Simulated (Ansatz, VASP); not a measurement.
## LiTi: VASP beside Ansatz

INCAR

```
SYSTEM = LiTi
PREC = Accurate
ENCUT = 600
EDIFF = 1E-6
ISMEAR = 0
SIGMA = 0.1
LREAL = .False.
LASPH = .True.
NELM = 100
ALGO = Normal
ISIF = 3
LWAVE = .False.
LCHARG = .False.
GGA = PE
IBRION = 2
NSW = 90
EDIFFG = -0.04
```

KPOINTS

```
regular mesh
0
Gamma
  6 6 6
  0 0 0
```

The input POSCAR:

```
LiTi
1.0
    0.0000000000      2.3636633300      2.3636633300
    2.3636633300      0.0000000000      2.3636633300
    2.3636633300      2.3636633300      0.0000000000
Li Ti
1 1
Direct
    0.7500000000      0.7500000000      0.7500000000
    0.0000000000      0.0000000000      0.0000000000
```

Input for Ansatz:

```yaml
crystal:
  lattice:
    - [0.0, 2.36366333, 2.36366333]
    - [2.36366333, 0.0, 2.36366333]
    - [2.36366333, 2.36366333, 0.0]
  atoms:
    - { symbol: Li, position: [0.75, 0.75, 0.75] }
    - { symbol: Ti, position: [0.0, 0.0, 0.0] }
basis:
  ecutwfc: 420
kpoints:
  mp_grid: { grid: [6, 6, 6] }
hamiltonian:
  xc: pbe
scf:
  occupations: { method: gaussian, width: 0.1 }
  lower_state_search: "off"
output:
  forces: true
  stress: true
  eigenvalues: true
relax:
  adjacent_minimum: "off"
  f_tol: 0.04
  max_steps: 70
  cell: { stress_tol: 0.4 }
```

Change from the starting cell: species swapped into the CdS type (F-43m, No. 216).

Alike in both runs: task relaxation of cell and atoms; functional PBE; k mesh 6 × 6 × 6; occupations gaussian, width 0.1 eV; no spin polarisation.

|  | VASP | Ansatz |
| --- | --- | --- |
| version | VASP 6.6.1 | Ansatz 0.2.0 |
| potentials or method | VASP PAW PBE potentials, release 64 (Li_sv, Ti_sv), cutoff 600 eV | scalar-relativistic, plane waves, PAW |
| valence electrons in the cell | 15 | 15 |

```tsv
	VASP	Ansatz	Ansatz less VASP
gap on the k mesh at the Fermi level, each at its own relaxed structure (eV)	none	none	-
relaxed volume (Å³/atom)	20.63	22.02	+1.385
relaxed cell length with the largest relative difference (Å)	3.879	3.964	+0.0849
```

A gap of «none» marks a metal or a gap that the smearing closes. One of these differences is far larger than is usual between the two programs; its cause wasn't traced.

The k mesh is coarse, so the values compare programs but aren't converged. Noted on VASP's run: the cutoff is short for stress, so the pressure is rough; the volume moved by over 15 % at a fixed basis, so the end points are rough.
